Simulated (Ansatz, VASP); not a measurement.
**In3Se: VASP beside Ansatz**

```
CELL_PARAMETERS angstrom
4.67561 0.00000 0.00000
0.00000 4.67561 0.00000
0.00000 0.00000 4.77006
ATOMIC_POSITIONS crystal
In 0.00000 0.50000 0.50000
In 0.50000 0.00000 0.50000
In 0.50000 0.50000 0.00000
Se 0.00000 0.00000 0.00000
```

Alike in both runs: task single point; functional PBEsol; dispersion D3(BJ); k mesh 10 × 10 × 10; occupations gaussian, width 0.15 eV; no spin polarisation.

|  | VASP | Ansatz |
| --- | --- | --- |
| version | VASP 6.6.1 | Ansatz 0.2.0 |
| potentials or method | VASP PAW PBE potentials, release 64 (In_d, Se), cutoff 520 eV | scalar-relativistic, plane waves, PAW |
| valence electrons in the cell | 45 | 55 |

```csv
,VASP,Ansatz,Ansatz less VASP
gap on the k mesh at the Fermi level (eV),none,none,-
pressure (GPa),-3.2,-3.2,+0.02
```

VASP's potentials were made for PBE, not for PBEsol, and Ansatz warns of the same on its side. A gap of «none» marks a metal or a gap that the smearing closes. VASP's potentials hold 45 valence electrons a cell and Ansatz's 55, so a difference there can come from the potentials and not from the codes.
